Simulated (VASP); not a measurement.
# BaTiO3 (P4/mmm) in VASP: notebook, part 3 of 3

VASP 6.6.1. Earlier steps stand in the parts before.

## (4) Electric field gradients, PBE (equal xx and yy strain of +2 %)

INCAR

```
SYSTEM = BaTiO3
PREC = Accurate ; ENCUT = 520
EDIFF = 1E-8 ; ISMEAR = -1
SIGMA = 0.05 ; LREAL = .FALSE.
LASPH = .TRUE. ; NELM = 120
ALGO = Normal ; ISIF = 2
LWAVE = .FALSE. ; LCHARG = .FALSE.
GGA = PE ; LEFG = .TRUE.
NBANDS = 28 ; GGA_COMPAT = .FALSE.
```

KPOINTS

```
regular mesh
0
G
  8 8 8
  0 0 0
```

POSCAR

```
BaTiO3
1.0
    4.0874460000      0.0000000000      0.0000000000
    0.0000000000      4.0874460000      0.0000000000
    0.0000000000      0.0000000000      4.0073000000
Ba Ti O
1 1 3
Direct
    0.5000000000      0.5000000000      0.5000000000
    0.0000000000      0.0000000000      0.0000000000
    0.5000000000      0.0000000000      0.0000000000
    0.0000000000      0.5000000000      0.0000000000
    0.0000000000      0.0000000000      0.5000000000
```

Potentials or basis: VASP PAW PBE potentials, release 64 (Ba_sv, Ti_sv, O).

On the command line:

```
$ cat potpaw_PBE.64/Ba_sv/POTCAR potpaw_PBE.64/Ti_sv/POTCAR potpaw_PBE.64/O/POTCAR > POTCAR
$ mpirun -np 1 vasp_std > vasp.out
```

OUTCAR:

```text
SYSTEM = BaTiO3
   PREC = Accurate
   ENCUT = 520
   EDIFF = 1E-8
   ISMEAR = -1
   LREAL = .FALSE.
   LASPH = .TRUE.
   NELM = 120
   ISIF = 2
   GGA = PE

 ion  position               nearest neighbor table
   1  0.500  0.500  0.500-   3 2.86   4 2.86   3 2.86   4 2.86   3 2.86   3 2.86   4 2.86   4 2.86
                             5 2.89   5 2.89   5 2.89   5 2.89   2 3.52   2 3.52   2 3.52   2 3.52
   2  0.000  0.000  0.000-   5 2.00   5 2.00   3 2.04   4 2.04   4 2.04   3 2.04   1 3.52   1 3.52
                             1 3.52   1 3.52   1 3.52   1 3.52   1 3.52   1 3.52
   3  0.500  0.000  0.000-   2 2.04   2 2.04   1 2.86   1 2.86   1 2.86   1 2.86
   4  0.000  0.500  0.000-   2 2.04   2 2.04   1 2.86   1 2.86   1 2.86   1 2.86
   5  0.000  0.000  0.500-   2 2.00   2 2.00   1 2.89   1 2.89   1 2.89   1 2.89

  LATTYP: Found a simple tetragonal cell.
 ALAT       =     4.0874460000
 C/A-ratio  =     0.9803921569

  Lattice vectors:

 A1 = (   4.0874460000,   0.0000000000,   0.0000000000)
 A2 = (   0.0000000000,   4.0874460000,   0.0000000000)
 A3 = (   0.0000000000,   0.0000000000,   4.0073000000)

Analysis of symmetry for initial positions (statically):
=====================================================================
 Subroutine PRICEL returns:
 Original cell was already a primitive cell.

 Routine SETGRP: Setting up the symmetry group for a
 simple tetragonal supercell.

 Subroutine GETGRP returns: Found 16 space group operations
 (whereof 16 operations were pure point group operations)
 out of a pool of 16 trial point group operations.

The static configuration has the point symmetry D_4h.

Analysis of symmetry for dynamics (positions and initial velocities):
=====================================================================
 Subroutine PRICEL returns:
 Original cell was already a primitive cell.

 Routine SETGRP: Setting up the symmetry group for a
 simple tetragonal supercell.

 Subroutine GETGRP returns: Found 16 space group operations
 (whereof 16 operations were pure point group operations)
 out of a pool of 16 trial point group operations.

The dynamic configuration has the point symmetry D_4h.

 Subroutine INISYM returns: Found 16 space group operations
 (whereof 16 operations are pure point group operations),
 and found     1 'primitive' translations

----------------------------------------------------------------------------------------

                                     Primitive cell

  volume of cell :      66.9508

  direct lattice vectors                    reciprocal lattice vectors
     4.087446000  0.000000000  0.000000000     0.244651550  0.000000000  0.000000000
     0.000000000  4.087446000  0.000000000     0.000000000  0.244651550  0.000000000
     0.000000000  0.000000000  4.007300000     0.000000000  0.000000000  0.249544581

  length of vectors
     4.087446000  4.087446000  4.007300000     0.244651550  0.244651550  0.249544581

  position of ions in fractional coordinates (direct lattice)
     0.500000000  0.500000000  0.500000000
[... 103 lines left out ...]
     AMIX     =   0.40;   BMIX     =  1.00
     AMIX_MAG =   1.60;   BMIX_MAG =  1.00
  volume/ion in A,a.u.               =      13.39        90.36
  Fermi-wavevector in a.u.,A,eV,Ry     =   1.378826  2.605604 25.866875  1.901162
  Thomas-Fermi vector in A             =   2.503852
   LORBIT       =      0    0 simple, 1 ext, 2 COOP (PROOUT), +10 PAW based schemes
   GGA     = PE    functional components
   LHFCALC =     F    Hartree Fock is set to
   AEXX    =    0.0000 exact exchange contribution
   IVDW    =     0    specifies the selected vdW correction
   LEPSILON=     F    determine dielectric tensor
   LRPA    =     F    only Hartree local field effects (RPA)
 non-spin polarized calculation
  energy-cutoff  :      520.00
  volume of cell :       66.95
 maximum number of plane-waves:      1823
   NGX = 15   NGY = 15   NGZ = 15

 number of electron      39.9999987 magnetization

 Free energy of the ion-electron system (eV)
  ---------------------------------------------------
  ext. energy  EPLUGINS =         0.00000000
  ---------------------------------------------------
  free energy    TOTEN  =       -39.96513661 eV

  energy without entropy =      -39.96513661  energy(sigma->0) =      -39.96513661

 E-fermi :   4.3525     XC(G=0): -11.0336

 val. band max:        3.5210563860   @ k =   0.5000   0.5000   0.5000
 cond. band min:       5.1427616849   @ k =   0.0000   0.0000   0.0000
 fundamental gap:      1.6217052988
 Fermi energy:         4.3524737661

 k-point     1 :       0.0000    0.0000    0.0000
  band No.  band energies     occupation
      1     -53.3079      2.00000
      2     -29.5001      2.00000
      3     -29.4962      2.00000
      4     -29.4962      2.00000
      5     -21.4143      2.00000
      6     -13.2974      2.00000
[... 733 lines left out ...]
     27      11.1836      0.00000
     28      12.0977      0.00000

 [... further k-points ...]

------------------------ aborting loop because EDIFF is reached ----------------------------------------

  FORCE on cell =-STRESS in cart. coord.  units (eV):
  Direction    XX          YY          ZZ          XY          YZ          ZX
  --------------------------------------------------------------------------------------
  -------------------------------------------------------------------------------------
  Total       -1.7277958     -1.7277958     -0.3677704      0.0000000     -0.0000000      0.0000000
  in kB      -41.3472942    -41.3472942     -8.8009876      0.0000000     -0.0000000      0.0000000
  external PRESSURE =     -30.4985253 kB  Pullay stress =       0.0000000 kB

 VOLUME and BASIS-vectors are now :
 -----------------------------------------------------------------------------
  energy-cutoff  :      520.00
  volume of cell :       66.95
      direct lattice vectors                 reciprocal lattice vectors
     4.087446000  0.000000000  0.000000000     0.244651550  0.000000000  0.000000000
     0.000000000  4.087446000  0.000000000     0.000000000  0.244651550  0.000000000
     0.000000000  0.000000000  4.007300000     0.000000000  0.000000000  0.249544581

 POSITION                                       TOTAL-FORCE (eV/Angst)
 -----------------------------------------------------------------------------------
      2.04372      2.04372      2.00365         0.000000      0.000000      0.000000
      0.00000      0.00000      0.00000         0.000000      0.000000      0.000000
      2.04372      0.00000      0.00000         0.000000      0.000000      0.000000
      0.00000      2.04372      0.00000         0.000000      0.000000      0.000000
      0.00000      0.00000      2.00365         0.000000      0.000000      0.000000
 -----------------------------------------------------------------------------------
    total drift:                                0.000000     -0.000000      0.000000

  FREE ENERGIE OF THE ION-ELECTRON SYSTEM (eV)
  ---------------------------------------------------
  free  energy   TOTEN  =       -39.9651366128 eV

  energy  without entropy=      -39.9651366068  energy(sigma->0) =      -39.96513661

 Electric field gradients (V/A^2)
---------------------------------------------------------------------
 ion       V_xx      V_yy      V_zz      V_xy      V_xz      V_yz
---------------------------------------------------------------------
   1       1.072     1.072    -2.145     0.000    -0.000     0.000
   2       8.175     8.175   -16.351    -0.000    -0.000     0.000
   3      31.523   -12.537   -18.986     0.000     0.000    -0.000
   4     -12.537    31.523   -18.986     0.000     0.000     0.000
   5     -11.303   -11.303    22.606    -0.000    -0.000     0.000
---------------------------------------------------------------------

 Electric field gradients after diagonalization (V/A^2)
 (convention: |V_zz| > |V_xx| > |V_yy|)
----------------------------------------------------------------------
 ion       V_xx      V_yy      V_zz     asymmetry (V_yy - V_xx)/ V_zz
----------------------------------------------------------------------
   1       1.072     1.072    -2.145       0.000
   2       8.175     8.175   -16.351       0.000
   3     -18.986   -12.537    31.523       0.205
   4     -18.986   -12.537    31.523       0.205
   5     -11.303   -11.303    22.606       0.000
----------------------------------------------------------------------

           NMR quadrupolar parameters

 Cq : quadrupolar parameter    Cq=e*Q*V_zz/h
 eta: asymmetry parameters     (V_yy - V_xx)/ V_zz
 Q  : nuclear electric quadrupole moment in mb (millibarn)
----------------------------------------------------------------------
 ion       Cq(MHz)       eta       Q (mb)
----------------------------------------------------------------------
   1      -0.005       0.000       1.000
   2      -0.040       0.000       1.000
   3       0.076       0.205       1.000
   4       0.076       0.205       1.000
   5       0.055       0.000       1.000
----------------------------------------------------------------------
```

OSZICAR:

```text
N       E                     dE             d eps       ncg     rms          rms(c)
DAV:   1     0.425043727554E+03    0.42504E+03   -0.20310E+04  4200   0.151E+03
DAV:   2    -0.880378664913E+01   -0.43385E+03   -0.41279E+03  4920   0.411E+02
[... 12 lines left out ...]
DAV:  15    -0.399651369481E+02    0.32195E-05   -0.12863E-05  5624   0.301E-02    0.673E-03
DAV:  16    -0.399651370133E+02   -0.65218E-07   -0.53205E-06  5796   0.209E-02    0.441E-03
DAV:  17    -0.399651367815E+02    0.23182E-06   -0.63225E-07  4736   0.720E-03    0.260E-03
DAV:  18    -0.399651367276E+02    0.53879E-07   -0.24732E-08  4556   0.101E-03    0.223E-03
DAV:  19    -0.399651366050E+02    0.12255E-06   -0.28352E-07  5968   0.441E-03    0.386E-04
DAV:  20    -0.399651366128E+02   -0.77898E-08   -0.13043E-08  3472   0.957E-04
   1 F= -.39965137E+02 E0= -.39965137E+02  d E =-.606603E-08
```

stdout:

```text
POSCAR found type information on POSCAR BaTiO
 POSCAR found :  3 types and       5 ions
 scaLAPACK will be used
 LDA part: xc-table for (Slater+PW92), standard interpolation
 POSCAR, INCAR and KPOINTS ok, starting setup
 FFT: planning ... GRIDC
 FFT: planning ... GRID_SOFT
 FFT: planning ... GRID
 WAVECAR not read
 entering main loop
ion   1

ion   2

ion   3

ion   4

ion   5
```

Wall time 3.9 min (1 thread of Intel Xeon 8259CL, shared host); peak memory 0.27 GiB.

Results:

| Item | Value |
| --- | --- |
| Free energy | -39.9651 eV |
| Pressure | -3.0 GPa |
| Band gap on the k mesh | 1.62 eV (least direct gap 1.81 eV) |
| Largest electric field gradient by atom | Ba -2.1; Ti -16.4; O +31.5, +22.6 (each value once) V/Å² |

Electric field gradients, principal values (V/Å²):
```csv
atom,least,middle,greatest (by size)
1 Ba,1.072,1.072,-2.145
2 Ti,8.175,8.175,-16.351
3 O,-12.537,-18.986,31.523
4 O,-12.537,-18.986,31.523
5 O,-11.303,-11.303,22.606
```

Caveat: the cell differs from its parent crystal (equal xx and yy strain of +2 %); the cell stands under tension; without QUAD_EFG the Cq values of the log hold for a quadrupole moment of 1 mb, not for the nuclei; spin-orbit coupling is left out, which moves the levels of the heavy elements.
